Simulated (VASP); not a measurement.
# BN (P6_3mc) in VASP: single point with LDA

Aim: the single point of BN with LDA.

Everything below comes from runs of VASP 6.6.1. Logs are shortened: lines on timing, memory, paths and dates and some standing lists are left out, and cuts for length are marked.

**1. The cell of the first run**

The structure is hexagonal, space group P6_3mc (No. 186). The conventional cell has a = 2.522 Å, b = 2.522 Å, c = 4.175 Å, α = 90.00°, β = 90.00°, γ = 120.00°. Within 2.1 Å of B (site symmetry 3m) lie 4 N at 1.55 to 1.56 Å. N (site symmetry 3m) has 4 B at 1.55 to 1.56 Å within 2.1 Å.

**2. Single point, LDA**

INCAR reads:

```
SYSTEM = BN
ALGO     = Normal         ! electronic algorithm
EDIFF    = 1E-6           ! SCF threshold, eV
ENCUT    = 1330           ! plane-wave cutoff, eV
GGA      = CA             ! functional
GGA_COMPAT= .False.      
ISIF     = 2              ! what is computed and relaxed
ISMEAR   = 0              ! smearing method
LASPH    = .True.         ! aspherical terms in the spheres
LCHARG   = .False.        ! write CHGCAR
LREAL    = .False.        ! projectors in reciprocal space
LWAVE    = .False.        ! write WAVECAR
NBANDS   = 16             ! bands
NELM     = 120            ! most SCF steps
PREC     = Accurate       ! precision mode
SIGMA    = 0.1            ! smearing width, eV
```

KPOINTS reads:

```
k-points
0
Gamma
  9 9 6
  0 0 0
```

POSCAR reads:

```
BN
1.0
    2.5224740953      0.0000000000      0.0000000000
   -1.2612370476      2.1845266469      0.0000000000
    0.0000000000      0.0000000000      4.1751807468
B N
2 2
Direct
    0.6666666667      0.3333333333      0.9996955531
    0.3333333333      0.6666666667      0.4996955531
    0.6666666667      0.3333333333      0.6253044469
    0.3333333333      0.6666666667      0.1253044469
```

Potentials or basis: VASP PAW LDA potentials, release 64 (B_h, N_h).

Run with:

```bash
$ cat potpaw_LDA.64/B_h/POTCAR potpaw_LDA.64/N_h/POTCAR > POTCAR
$ mpirun -np 1 vasp_std > vasp.out
```

OUTCAR:

```text
SYSTEM = BN
   EDIFF = 1E-6
   ENCUT = 1330
   GGA = CA
   ISIF = 2
   ISMEAR = 0
   LASPH = .True.
   LREAL = .False.
   NELM = 120
   PREC = Accurate

 ion  position               nearest neighbor table
   1  0.667  0.333  1.000-
   2  0.333  0.667  0.500-
   3  0.667  0.333  0.625-
   4  0.333  0.667  0.125-

  LATTYP: Found a hexagonal cell.
 ALAT       =     2.5224740953
 C/A-ratio  =     1.6551927152

  Lattice vectors:

 A1 = (   2.5224740953,   0.0000000000,   0.0000000000)
 A2 = (  -1.2612370476,   2.1845266469,   0.0000000000)
 A3 = (   0.0000000000,   0.0000000000,   4.1751807468)

Analysis of symmetry for initial positions (statically):
=====================================================================
 Subroutine PRICEL returns:
 Original cell was already a primitive cell.

 Routine SETGRP: Setting up the symmetry group for a
 hexagonal supercell.

 Subroutine GETGRP returns: Found 12 space group operations
 (whereof  6 operations were pure point group operations)
 out of a pool of 24 trial point group operations.

The static configuration has the point symmetry C_3v.
 The point group associated with its full space group is C_6v.

Analysis of symmetry for dynamics (positions and initial velocities):
=====================================================================
 Subroutine PRICEL returns:
 Original cell was already a primitive cell.

 Routine SETGRP: Setting up the symmetry group for a
 hexagonal supercell.

 Subroutine GETGRP returns: Found 12 space group operations
 (whereof  6 operations were pure point group operations)
 out of a pool of 24 trial point group operations.

The dynamic configuration has the point symmetry C_3v.
 The point group associated with its full space group is C_6v.

 Subroutine INISYM returns: Found 12 space group operations
 (whereof  6 operations are pure point group operations),
 and found     1 'primitive' translations

----------------------------------------------------------------------------------------

                                     Primitive cell

  volume of cell :      23.0070

  direct lattice vectors                    reciprocal lattice vectors
     2.522474095  0.000000000  0.000000000     0.396436182  0.228882536  0.000000000
    -1.261237048  2.184526647  0.000000000     0.000000000  0.457765073  0.000000000
[... 84 lines left out ...]
   LNONCOLLINEAR =      F non collinear calculations
   LSORBIT =      F    spin-orbit coupling
   LASPH  =      T    aspherical Exc in radial PAW
   ENCUT  = 1330.0 eV  97.75 Ry    9.89 a.u.   7.50  7.50 12.42*2*pi/ulx,y,z
   NELM   =    120;   NELMIN=  2; NELMDL= -5     # of ELM steps
   EDIFF  = 0.1E-05   stopping-criterion for ELM
   LREAL  =      F    real-space projection
[... 7 lines left out ...]
   TEBEG  =    0.0;   TEEND  =   0.0 temperature during run
   PSTRESS=    0.0 pullay stress
   NELECT =      16.0000    total number of electrons
   NUPDOWN=      -1.0000    fix difference up-down
   EMIN   =  10.00;   EMAX   =-10.00  energy-range for DOS
   EFERMI =   0.00;   METHOD = LEGACY
   ISMEAR =     0;   SIGMA  =   0.10  broadening in eV -4-tet -1-fermi 0-gaus
   EFERMI_NEDOS =   21; number of points for ismear=-14 and -15
   IALGO  =     38    algorithm
   IMIX   =      4    mixing-type and parameters
     AMIX     =   0.40;   BMIX     =  1.00
     AMIX_MAG =   1.60;   BMIX_MAG =  1.00
  volume/ion in A,a.u.               =       5.75        38.81
  Fermi-wavevector in a.u.,A,eV,Ry     =   1.450424  2.740904 28.622990  2.103730
  Thomas-Fermi vector in A             =   2.568038
   LORBIT       =      0    0 simple, 1 ext, 2 COOP (PROOUT), +10 PAW based schemes
   GGA     = CA    functional components
   LHFCALC =     F    Hartree Fock is set to
   AEXX    =    0.0000 exact exchange contribution
   IVDW    =     0    specifies the selected vdW correction
   LEPSILON=     F    determine dielectric tensor
   LRPA    =     F    only Hartree local field effects (RPA)
 non-spin polarized calculation
 Gauss-broadening in eV      SIGMA  =   0.10
  energy-cutoff  :     1330.00
  volume of cell :       23.01
 maximum number of plane-waves:      2559
 NGX is ok and might be reduce to    30
   NGX = 15   NGY = 15   NGZ = 25

 number of electron      16.0000000 magnetization

 Free energy of the ion-electron system (eV)
  ---------------------------------------------------
  ext. energy  EPLUGINS =         0.00000000
  ---------------------------------------------------
  free energy    TOTEN  =       -38.77012559 eV

  energy without entropy =      -38.77012559  energy(sigma->0) =      -38.77012559

 E-fermi :   9.8567     XC(G=0): -13.3889

 val. band max:        9.3923076581   @ k =   0.0000   0.0000   0.0000
 cond. band min:      14.2981348579   @ k =   0.3333   0.3333   0.0000
 fundamental gap:      4.9058271998
 Fermi energy:         9.8567280150

 k-point     1 :       0.0000    0.0000    0.0000
  band No.  band energies     occupation
      1     -11.1689      2.00000
      2      -6.8310      2.00000
      3      -1.8176      2.00000
      4       7.2047      2.00000
      5       7.2047      2.00000
      6       9.0940      2.00000
[... 433 lines left out ...]
      3      -0.0141      2.00000
      4       1.4788      2.00000
      5       1.4788      2.00000
      6       3.3254      2.00000
[... 8 lines left out ...]
     15      25.7375      0.00000
     16      25.7375      0.00000

 [... further k-points ...]

------------------------ aborting loop because EDIFF is reached ----------------------------------------

  FORCE on cell =-STRESS in cart. coord.  units (eV):
  Direction    XX          YY          ZZ          XY          YZ          ZX
  --------------------------------------------------------------------------------------
  -------------------------------------------------------------------------------------
  Total        0.1400306      0.1400306      0.0940697      0.0000000      0.0000000     -0.0000000
  in kB        9.7515619      9.7515619      6.5508981      0.0000000      0.0000000     -0.0000000
  external PRESSURE =       8.6846740 kB  Pullay stress =       0.0000000 kB

 VOLUME and BASIS-vectors are now :
 -----------------------------------------------------------------------------
  energy-cutoff  :     1330.00
  volume of cell :       23.01
      direct lattice vectors                 reciprocal lattice vectors
     2.522474095  0.000000000  0.000000000     0.396436182  0.228882536  0.000000000
    -1.261237048  2.184526647  0.000000000     0.000000000  0.457765073  0.000000000
     0.000000000  0.000000000  4.175180747     0.000000000  0.000000000  0.239510589

 POSITION                                       TOTAL-FORCE (eV/Angst)
 -----------------------------------------------------------------------------------
      1.26124      0.72818      4.17391        -0.000000     -0.000000     -0.002038
     -0.00000      1.45635      2.08632         0.000000     -0.000000     -0.002038
      1.26124      0.72818      2.61076        -0.000000     -0.000000      0.002038
     -0.00000      1.45635      0.52317         0.000000      0.000000      0.002038
 -----------------------------------------------------------------------------------
    total drift:                                0.000000     -0.000000      0.000885

  FREE ENERGIE OF THE ION-ELECTRON SYSTEM (eV)
  ---------------------------------------------------
  free  energy   TOTEN  =       -38.7701255853 eV

  energy  without entropy=      -38.7701255853  energy(sigma->0) =      -38.77012559
```

OSZICAR:

```text
N       E                     dE             d eps       ncg     rms          rms(c)
DAV:   1     0.786835954763E+02    0.78684E+02   -0.14524E+04  1536   0.204E+03
DAV:   2    -0.342264943290E+02   -0.11291E+03   -0.10006E+03  2168   0.294E+02
DAV:   3    -0.409782679483E+02   -0.67518E+01   -0.66934E+01  2104   0.648E+01
DAV:   4    -0.410246858679E+02   -0.46418E-01   -0.46411E-01  1656   0.635E+00
DAV:   5    -0.410249905860E+02   -0.30472E-03   -0.30471E-03  1944   0.506E-01    0.882E+00
DAV:   6    -0.390203351948E+02    0.20047E+01   -0.23915E+00  1896   0.137E+01    0.332E+00
DAV:   7    -0.388290256365E+02    0.19131E+00   -0.43781E-01  2000   0.517E+00    0.176E+00
DAV:   8    -0.387717885623E+02    0.57237E-01   -0.70361E-02  1944   0.209E+00    0.272E-01
DAV:   9    -0.387702889053E+02    0.14997E-02   -0.52330E-03  1872   0.731E-01    0.135E-01
DAV:  10    -0.387701268551E+02    0.16205E-03   -0.58421E-04  1720   0.269E-01    0.226E-02
DAV:  11    -0.387701261907E+02    0.66438E-06   -0.73336E-05  2024   0.751E-02    0.856E-03
DAV:  12    -0.387701255853E+02    0.60535E-06   -0.49376E-06  1736   0.224E-02
   1 F= -.38770126E+02 E0= -.38770126E+02  d E =-.996959E-13
```

Run time: 44 s. Hardware: 1 thread of AMD EPYC 7R13 (Zen 3), shared host; peak memory 0.17 GiB.

What came out:

```yaml
Free_energy: -38.7701 eV
Pressure: 0.9 GPa
Band_gap_on_the_k_mesh: 4.91 eV (least direct gap 8.28 eV)
```

Forces in eV/Å, atoms in the order of the input:
```
B    0.000  0.000 -0.002
B    0.000  0.000 -0.002
N    0.000  0.000  0.002
N    0.000  0.000  0.002
```

A k mesh can miss the band edges.
